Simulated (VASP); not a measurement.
## W3S: single point with PBE

Slab: W3S, a slab with vacuum.

```
W S
1.0
     2.85472    0.00000    0.00000
     0.00000    2.85472    0.00000
     0.00000    0.00000   19.44464
W S
3 1
Direct
  0.50000 0.50000 0.20571
  0.00000 0.00000 0.30712
  0.50000 0.50000 0.40858
  0.50000 0.00000 0.50459
```

```json
{
  "Program": "VASP 6.6.1",
  "Task": "single point",
  "Functional": "PBE",
  "Potentials or basis": "VASP PAW PBE potentials, release 64 (W_sv, S)",
  "Cutoff": "520 eV",
  "k mesh": "9 × 9 × 1",
  "Occupations": "gaussian, width 0.1 eV",
  "Spin": "no spin polarisation"
}
```

```
Largest force          : 0.194 eV/Å
Band gap on the k mesh : zero (band 24 reaches 2.40 eV, above the bottom of band 25 at 1.05 eV)
```

Forces in eV/Å, atoms in the order of the input:
```
W    0.000  0.000 -0.194
W    0.000  0.000  0.075
W    0.000  0.000  0.109
S    0.000  0.000  0.010
```

Levels at points of the mesh, in eV from the Fermi level:
| k point | band 22 | band 23 | band 24 | band 25 | band 26 | band 27 |
| --- | --- | --- | --- | --- | --- | --- |
| (0.00, 0.00, 0.00) | -0.79 | -0.65 | 0.35 | 0.44 | 1.30 | 1.70 |

Run time: 110 s on 1 thread of Intel(R) Xeon(R) 6975P-C (Granite Rapids) (shared host), peak memory 0.32 GiB.

Caveat: spin-orbit coupling is left out, which moves the levels of the heavy elements.
